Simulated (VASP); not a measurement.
Set up this calculation in VASP 6.6.1, as the native input.

- Task: single point
- Functional: PBE
- Potentials or basis: VASP PAW PBE potentials, release 64 (Hg, Te)
- Cutoff: 520 eV
- k mesh: 6 × 6 × 4
- Occupations: fermi-dirac, width 0.02 eV
- Spin: no spin polarisation
- Dipole correction: no
- Further INCAR settings: ALGO = Normal; EDIFF = 1e-06; NBANDS = 26

The structure of HgTe lies in POSCAR:

```
HgTe
1.0
    4.6028612278      0.0000000000      0.0000000000
   -2.3014306139      3.9861947533      0.0000000000
    0.0000000000      0.0000000000      7.5536520685
Hg Te
2 2
Direct
    0.3333333333      0.6666666667      0.0003155690
    0.6666666667      0.3333333333      0.5003155690
    0.3333333333      0.6666666667      0.3746844310
    0.6666666667      0.3333333333      0.8746844310
```

One way to write it, as run:

INCAR

```
SYSTEM = HgTe
PREC = Accurate
ENCUT = 520
EDIFF = 1E-6
ISMEAR = -1
SIGMA = 0.02
LREAL = .False.
LASPH = .True.
NELM = 80
ALGO = Normal
ISIF = 2
LWAVE = .False.
LCHARG = .True.
GGA = PE
LELF = .True.
LVHAR = .True.
NBANDS = 26
```

KPOINTS

```
Automatic mesh
0
Gamma
  6 6 4
  0 0 0
```

Potentials or basis: VASP PAW PBE potentials, release 64 (Hg, Te).

Launch:

```console
$ cat potpaw_PBE.64/Hg/POTCAR potpaw_PBE.64/Te/POTCAR > POTCAR
$ mpirun -np 1 vasp_std > vasp.out
```

It gave:

```json
{"Pressure": "2.5 GPa", "Largest force": "0.011 eV/Å", "Band gap on the k mesh": "zero (filled and empty bands touch)"}
```

Caveat: semilocal functionals underestimate gaps, so a narrow gap can read as zero; spin-orbit coupling is left out, which moves the levels of the heavy elements.

Wall time 34 s on 1 thread of Intel(R) Xeon(R) 6975P-C (Granite Rapids), with other jobs on the host, peak memory 0.28 GiB.
